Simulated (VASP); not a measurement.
Set up this calculation in VASP 6.6.1, as the native input.

```yaml
Task: single point
Functional: PBEsol
Potentials_or_basis: VASP PAW PBE potentials, release 64 (Mg, O)
Cutoff: 600 eV
k_mesh: 10 × 10 × 10
Occupations: gaussian, width 0.01 eV
Spin: no spin polarisation
Dipole_correction: no
Further_INCAR_settings: ALGO = Normal; EDIFF = 1e-06; NBANDS = 11
```

The structure of MgO lies in POSCAR:

```
MgO
1.0
    0.0000000000      2.0323551546      2.0323551546
    2.0323551546      0.0000000000      2.0323551546
    2.0323551546      2.0323551546      0.0000000000
Mg O
1 1
Direct
    0.0000000000      0.0000000000      0.0000000000
    0.5000000000      0.5000000000      0.5000000000
```

One way to write it, as run:

INCAR

```
PREC = Accurate
ENCUT = 600
EDIFF = 1E-6
ISMEAR = 0
SIGMA = 0.01
LREAL = F
LASPH = T
NELM = 120
ALGO = Normal
ISIF = 2
LWAVE = F
LCHARG = F
GGA = PS
NBANDS = 11
GGA_COMPAT = F
```

KPOINTS

```
Automatic mesh
0
Gamma
  10 10 10
```

Potentials or basis: VASP PAW PBE potentials, release 64 (Mg, O).

Launch:

```sh
$ cat potpaw_PBE.64/Mg/POTCAR potpaw_PBE.64/O/POTCAR > POTCAR
$ mpirun -np 1 vasp_std > vasp.out
```

It gave:

| Property | Result |
| --- | --- |
| Pressure | 20.8 GPa |
| Band gap on the k mesh | 5.74 eV |

Caveat: the cell stands under pressure; the PAW data sets were made with another functional, which shifts forces and pressure a little.

Run time: 4.8 s on 1 thread of Intel(R) Xeon(R) Platinum 8559C (Emerald Rapids) (shared host), peak memory 0.14 GiB.
